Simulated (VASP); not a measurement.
# Sn (Fm-3m) in VASP: a series of runs, part 2 of 2

VASP 6.6.1. Earlier steps stand in the parts before.

## Step 5: Single point, RPBE (31.22 Å³/atom)

This run uses another cell than the first one, of 31.22 Å³/atom.

INCAR reads:

```
SYSTEM = Sn
PREC     = Accurate       ! precision mode
ENCUT    = 520            ! plane-wave cutoff, eV
EDIFF    = 1E-7           ! SCF threshold, eV
ISMEAR   = -1             ! smearing method
SIGMA    = 0.1            ! smearing width, eV
LREAL    = .False.        ! projectors in reciprocal space
LASPH    = .True.         ! aspherical terms in the spheres
NELM     = 80             ! most SCF steps
ALGO     = Normal         ! electronic algorithm
ISIF     = 2              ! what is computed and relaxed
LWAVE    = .False.        ! write WAVECAR
LCHARG   = .False.        ! write CHGCAR
GGA      = RP             ! functional
NBANDS   = 13             ! bands
```

KPOINTS reads:

```
Automatic mesh
0
Gamma
  13 13 13
  0 0 0
```

POSCAR reads:

```
Sn
1.0
    0.0000000000      2.4990718672      2.4990718672
    2.4990718672      0.0000000000      2.4990718672
    2.4990718672      2.4990718672      0.0000000000
Sn
1
Direct
    0.0000000000      0.0000000000      0.0000000000
```

Started as:

```
> cat potpaw_PBE.64/Sn_d/POTCAR > POTCAR
> mpirun -np 1 vasp_std > vasp.out
```

It took 35 s on 1 thread of Intel Xeon 8259CL, shared host; peak memory 0.17 GiB.

It converged, with:

| Item | Value |
| --- | --- |
| Free energy | -3.4088 eV |
| Pressure | -2.7 GPa |
| Band gap on the k mesh | zero (bands 7 and 8 overlap by 8.31 eV) |

Levels at points of the mesh, in eV from the Fermi level:
| k point | band 4 | band 5 | band 6 | band 7 | band 8 | band 9 | band 10 | band 11 |
| --- | --- | --- | --- | --- | --- | --- | --- | --- |
| (0.00, 0.00, 0.00) | -21.59 | -21.59 | -10.23 | 6.61 | 6.61 | 6.61 | 10.33 | 10.95 |

Caveat: the PAW data sets were made with another functional, which shifts forces and pressure a little; spin-orbit coupling is left out, which moves the levels of the heavy elements.

## Step 6: Single point, RPBE (32.37 Å³/atom)

This run uses another cell than the first one, of 32.37 Å³/atom.

INCAR reads:

```
SYSTEM = Sn
PREC = Accurate
ENCUT = 520
EDIFF = 1E-6
ISMEAR = -1
SIGMA = 0.1
LREAL = .FALSE.
LASPH = .TRUE.
NELM = 80
ALGO = Normal
ISIF = 2
LWAVE = .FALSE.
LCHARG = .FALSE.
GGA = RP
NBANDS = 13
```

KPOINTS reads:

```
regular mesh
0
G
  13 13 13
  0 0 0
```

POSCAR reads:

```
Sn
1.0
    0.0000000000      2.5295513573      2.5295513573
    2.5295513573      0.0000000000      2.5295513573
    2.5295513573      2.5295513573      0.0000000000
Sn
1
Direct
    0.0000000000      0.0000000000      0.0000000000
```

Potentials or basis: VASP PAW PBE potentials, release 64 (Sn_d).

Started as:

```
> cat potpaw_PBE.64/Sn_d/POTCAR > POTCAR
> mpirun -np 1 vasp_std > vasp.out
```

It took 36 s on 1 thread of Intel Xeon 8259CL, shared host; peak memory 0.17 GiB.

The run converged. Its results:

```yaml
Free_energy: -3.3857 eV
Pressure: -3.6 GPa
Band_gap_on_the_k_mesh: zero (bands 7 and 8 overlap by 7.97 eV)
```

Levels at points of the mesh, in eV from the Fermi level:
```tsv
k point	band 4	band 5	band 6	band 7	band 8	band 9	band 10	band 11
(0.00, 0.00, 0.00)	-21.60	-21.60	-10.01	6.34	6.34	6.34	10.26	10.75
```

Caveat: the cell stands under tension; the PAW data sets were made with another functional, which shifts forces and pressure a little; spin-orbit coupling is left out, which moves the levels of the heavy elements.

## Step 7: Single point, RPBE

This run uses another cell than the first one, of 28.90 Å³/atom.

Edit INCAR of step 6 so:

```diff
@@ -3,3 +3,3 @@
 ENCUT = 520
-EDIFF = 1E-6
+EDIFF = 1E-7
 ISMEAR = -1
@@ -8,3 +8,3 @@
 LASPH = .TRUE.
-NELM = 80
+NELM = 60
 ALGO = Normal
```

KPOINTS reads:

```
regular mesh
0
G
  18 18 18
  0 0 0
```

POSCAR reads:

```
Sn
1.0
    0.0000000000      2.4357768229      2.4357768229
    2.4357768229      0.0000000000      2.4357768229
    2.4357768229      2.4357768229      0.0000000000
Sn
1
Direct
    0.0000000000      0.0000000000      0.0000000000
```

Potentials or basis: VASP PAW PBE potentials, release 64 (Sn_d).

Started as:

```
> cat potpaw_PBE.64/Sn_d/POTCAR > POTCAR
> mpirun -np 1 vasp_std > vasp.out
```

OUTCAR:

```text
SYSTEM = Sn
   PREC = Accurate
   ENCUT = 520
   EDIFF = 1E-7
   ISMEAR = -1
   LREAL = .FALSE.
   LASPH = .TRUE.
   NELM = 60
   ISIF = 2
   GGA = RP

 ion  position               nearest neighbor table
   1  0.000  0.000  0.000-

  LATTYP: Found a face centered cubic cell.
 ALAT       =     4.8715536458

  Lattice vectors:

 A1 = (   0.0000000000,   2.4357768229,   2.4357768229)
 A2 = (   2.4357768229,   0.0000000000,   2.4357768229)
 A3 = (   2.4357768229,   2.4357768229,   0.0000000000)

Analysis of symmetry for initial positions (statically):
=====================================================================
 Subroutine PRICEL returns:
 Original cell was already a primitive cell.

 Routine SETGRP: Setting up the symmetry group for a
 face centered cubic supercell.

 Subroutine GETGRP returns: Found 48 space group operations
 (whereof 48 operations were pure point group operations)
 out of a pool of 48 trial point group operations.

The static configuration has the point symmetry O_h .

Analysis of symmetry for dynamics (positions and initial velocities):
=====================================================================
 Subroutine PRICEL returns:
 Original cell was already a primitive cell.

 Routine SETGRP: Setting up the symmetry group for a
 face centered cubic supercell.

 Subroutine GETGRP returns: Found 48 space group operations
 (whereof 48 operations were pure point group operations)
 out of a pool of 48 trial point group operations.

The dynamic configuration has the point symmetry O_h .

 Subroutine INISYM returns: Found 48 space group operations
 (whereof 48 operations are pure point group operations),
 and found     1 'primitive' translations

----------------------------------------------------------------------------------------

                                     Primitive cell

  volume of cell :      28.9030

  direct lattice vectors                    reciprocal lattice vectors
[... 108 lines left out ...]
  Thomas-Fermi vector in A             =   2.417810
   LORBIT       =      0    0 simple, 1 ext, 2 COOP (PROOUT), +10 PAW based schemes
   GGA     = RP    functional components
   LHFCALC =     F    Hartree Fock is set to
   AEXX    =    0.0000 exact exchange contribution
   IVDW    =     0    specifies the selected vdW correction
   LEPSILON=     F    determine dielectric tensor
   LRPA    =     F    only Hartree local field effects (RPA)
 non-spin polarized calculation
  energy-cutoff  :      520.00
  volume of cell :       28.90
 maximum number of plane-waves:       793
 NGX is ok and might be reduce to    28
   NGX = 13   NGY = 13   NGZ = 13

 number of electron      13.9999997 magnetization

 Free energy of the ion-electron system (eV)
  ---------------------------------------------------
  ext. energy  EPLUGINS =         0.00000000
  ---------------------------------------------------
  free energy    TOTEN  =        -3.43124065 eV

  energy without entropy =       -3.41171771  energy(sigma->0) =       -3.42147918

 E-fermi :   7.5458     XC(G=0):  -9.9980

 val. band max:        7.5455351190   @ k =  -0.4444   0.3889   0.1667
 cond. band min:       7.5595456739   @ k =  -0.2222   0.2222   0.0000
 fundamental gap:      0.0140105549
 Fermi energy:         7.5458133414

 k-point     1 :       0.0000    0.0000    0.0000
  band No.  band energies     occupation
      1     -14.0774      2.00000
      2     -14.0774      2.00000
      3     -14.0774      2.00000
      4     -14.0158      2.00000
      5     -14.0158      2.00000
      6      -3.1543      2.00000
      7      14.7894      0.00000
      8      14.7894      0.00000
      9      14.7894      0.00000
     10      18.0129      0.00000
     11      18.9645      0.00000
     12      18.9645      0.00000
     13      18.9645      0.00000
[... 354 lines left out ...]
  band No.  band energies     occupation
      1     -14.0751      2.00000
      2     -14.0591      2.00000
      3     -14.0586      2.00000
      4     -14.0084      2.00000
      5     -13.9924      2.00000
      6      -1.9697      2.00000
      7       8.7550      0.00001
      8      12.6987      0.00000
      9      14.2039      0.00000
     10      17.1743      0.00000
     11      18.8204      0.00000
     12      18.9639      0.00000
     13      20.9122      0.00000

 [... further k-points ...]
[... 5 lines left out ...]
  --------------------------------------------------------------------------------------
  -------------------------------------------------------------------------------------
  Total       -0.0201784     -0.0201784     -0.0201784     -0.0000000     -0.0000000      0.0000000
  in kB       -1.1185496     -1.1185496     -1.1185496     -0.0000000     -0.0000000      0.0000000
  external PRESSURE =      -1.1185496 kB  Pullay stress =       0.0000000 kB

 VOLUME and BASIS-vectors are now :
 -----------------------------------------------------------------------------
  energy-cutoff  :      520.00
  volume of cell :       28.90
      direct lattice vectors                 reciprocal lattice vectors
     0.000000000  2.435776823  2.435776823    -0.205273322  0.205273322  0.205273322
     2.435776823  0.000000000  2.435776823     0.205273322 -0.205273322  0.205273322
     2.435776823  2.435776823  0.000000000     0.205273322  0.205273322 -0.205273322

 POSITION                                       TOTAL-FORCE (eV/Angst)
 -----------------------------------------------------------------------------------
      0.00000      0.00000      0.00000         0.000000      0.000000      0.000000
 -----------------------------------------------------------------------------------
    total drift:                               -0.000000     -0.000000     -0.000000

  FREE ENERGIE OF THE ION-ELECTRON SYSTEM (eV)
  ---------------------------------------------------
  free  energy   TOTEN  =        -3.4312406476 eV

  energy  without entropy=       -3.4117177078  energy(sigma->0) =       -3.42147918
```

OSZICAR:

```text
N       E                     dE             d eps       ncg     rms          rms(c)
DAV:   1     0.816791288593E+02    0.81679E+02   -0.72531E+03  5178   0.156E+03
DAV:   2     0.230655626080E+01   -0.79373E+02   -0.76932E+02  5330   0.340E+02
DAV:   3    -0.331317223347E+01   -0.56197E+01   -0.55980E+01  6033   0.738E+01
DAV:   4    -0.343346746494E+01   -0.12030E+00   -0.12026E+00  6251   0.115E+01
DAV:   5    -0.343784351322E+01   -0.43760E-02   -0.43759E-02  6721   0.214E+00    0.121E+00
DAV:   6    -0.343268831187E+01    0.51552E-02   -0.73419E-03  6659   0.140E+00    0.686E-01
DAV:   7    -0.343124838262E+01    0.14399E-02   -0.57479E-03  6560   0.122E+00    0.802E-02
DAV:   8    -0.343123936170E+01    0.90209E-05   -0.72021E-04  6318   0.429E-01    0.235E-02
DAV:   9    -0.343123951372E+01   -0.15202E-06   -0.13901E-05  6520   0.513E-02    0.157E-02
DAV:  10    -0.343124061929E+01   -0.11056E-05   -0.47948E-06  6375   0.282E-02    0.105E-03
DAV:  11    -0.343124074357E+01   -0.12427E-06   -0.18431E-07  4994   0.671E-03    0.277E-04
DAV:  12    -0.343124063163E+01    0.11193E-06   -0.28092E-08  3760   0.197E-03    0.196E-04
DAV:  13    -0.343124064760E+01   -0.15963E-07   -0.16921E-08  3280   0.213E-03
   1 F= -.34312406E+01 E0= -.34214792E+01  d E =-.195229E-01
```

stdout:

```text
POSCAR found type information on POSCAR Sn
 POSCAR found :  1 types and       1 ions
 scaLAPACK will be used
 -----------------------------------------------------------------------------
|                                                                             |
|                                                                             |
|     You enforced a specific xc type in the INCAR file but a different       |
|     I HOPE YOU KNOW WHAT YOU ARE DOING!                                     |
|                                                                             |
 -----------------------------------------------------------------------------

 LDA part: xc-table for (Slater+PW92), standard interpolation
 POSCAR, INCAR and KPOINTS ok, starting setup
 FFT: planning ... GRIDC
 FFT: planning ... GRID_SOFT
 FFT: planning ... GRID
 WAVECAR not read
 entering main loop
```

Run time: 81 s. Hardware: 1 thread of Intel Xeon 8259CL, shared host; peak memory 0.21 GiB.

Results:

| Property | Result |
| --- | --- |
| Free energy | -3.4312 eV |
| Pressure | -0.1 GPa |
| Band gap on the k mesh | zero (bands 7 and 8 overlap by 9.05 eV) |

Levels at points of the mesh, in eV from the Fermi level:
| k point | band 5 | band 6 | band 7 | band 8 | band 9 | band 10 |
| --- | --- | --- | --- | --- | --- | --- |
| (0.00, 0.00, 0.00) | -21.56 | -10.70 | 7.24 | 7.24 | 7.24 | 10.47 |
| (0.50, 0.00, 0.00) | -21.50 | -6.68 | -4.34 | 5.46 | 5.46 | 9.65 |
| (0.50, 0.50, 0.00) | -21.48 | -4.93 | -3.40 | 1.99 | 1.99 | 5.18 |

Caveat: the PAW data sets were made with another functional, which shifts forces and pressure a little; spin-orbit coupling is left out, which moves the levels of the heavy elements.

## Step 8: Overview

```tsv
cell	k mesh	gap on the mesh (eV)	pressure (GPa)
a = 3.398 Å, angles 60.0°, 1 atom	13 × 13 × 13	none	1.8
a = 3.445 Å, angles 60.0°, 1 atom	13 × 13 × 13	none	-0.1
a = 3.490 Å, angles 60.0°, 1 atom	13 × 13 × 13	none	-1.6
a = 3.534 Å, angles 60.0°, 1 atom	13 × 13 × 13	none	-2.7
a = 3.577 Å, angles 60.0°, 1 atom	13 × 13 × 13	none	-3.6
a = 3.445 Å, angles 60.0°, 1 atom	18 × 18 × 18	none	-0.1
```

Alike in all rows: task single point; level RPBE; potentials or basis VASP PAW PBE potentials, release 64 (Sn_d); no spin polarisation; cutoff (eV) 520; smearing fermi-dirac 0.1 eV.

Caveats: the PAW data sets were made with another functional, which shifts forces and pressure a little; spin-orbit coupling is left out, which moves the levels of the heavy elements; the cell stands under tension (at least some runs).

Absolute energies hang on the potentials; compare differences alone.
